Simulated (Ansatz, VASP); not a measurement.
# Two plane-wave programs on Hf

File INCAR:

```
SYSTEM = Hf
ALGO = Fast ; EDIFF = 1E-6
ENCUT = 520 ; GGA = CA
ISIF = 2 ; ISMEAR = -5
LASPH = .TRUE. ; LCHARG = .FALSE.
LREAL = .FALSE. ; LWAVE = .FALSE.
NBANDS = 11 ; NELM = 100
PREC = Accurate ; SIGMA = 0.05
```

KPOINTS

```
k-points
0
G
  10 10 10
  0 0 0
```

The input POSCAR:

```
Hf
1.0
    0.0000000000      2.2200000000      2.2200000000
    2.2200000000      0.0000000000      2.2200000000
    2.2200000000      2.2200000000      0.0000000000
Hf
1
Direct
    0.0000000000      0.0000000000      0.0000000000
```

The input input.yaml:

```yaml
crystal:
  lattice:
    - [0.0, 2.22, 2.22]
    - [2.22, 0.0, 2.22]
    - [2.22, 2.22, 0.0]
  atoms:
    - { symbol: Hf, position: [0.0, 0.0, 0.0] }
hamiltonian:
  xc: lda
  pseudopotentials: { kind: paw, xc_functional: lda, accuracy: standard }
kpoints:
  mp_grid: { grid: [10, 10, 10] }
  band_path:
    path:
      - [[0.0, 0.0, 0.0], [0.5, 0.0, 0.5], [0.5, 0.25, 0.75], [0.375, 0.375, 0.75], [0.0, 0.0, 0.0], [0.5, 0.5, 0.5], [0.625, 0.25, 0.625], [0.5, 0.25, 0.75], [0.5, 0.5, 0.5], [0.375, 0.375, 0.75]]
      - [[0.625, 0.25, 0.625], [0.5, 0.0, 0.5]]
    npoints: 14
scf:
  occupations: { method: tetrahedron }
  n_extra_bands: 6
output:
  forces: true
  stress: true
  fatbands: false
```

Alike in both runs: functional LDA; k mesh 10 × 10 × 10; occupations tetrahedron; no spin polarisation.

|  | VASP | Ansatz |
| --- | --- | --- |
| version | VASP 6.6.1 | Ansatz 0.2.0 |
| potentials or method | VASP PAW LDA potentials, release 64 (Hf_pv) | JTH PAW LDA |
| plane-wave cutoff (eV) | 520 | 1230 |
| valence electrons in the cell | 10 | 12 |
| task | single point | band structure |

```csv
,VASP,Ansatz,Ansatz less VASP
gap on the k mesh at the Fermi level (eV),none,none,-
pressure (GPa),-5.5,-5.5,+0.03
```

LDA's correlation is that of Perdew and Zunger in VASP and of Perdew and Wang (1992) in Ansatz. A gap of «none» marks a metal or a gap that the smearing closes. VASP's potentials hold 10 valence electrons a cell and Ansatz's 12, so a difference there can come from the potentials and not from the codes.

Neither program's run includes spin-orbit coupling.
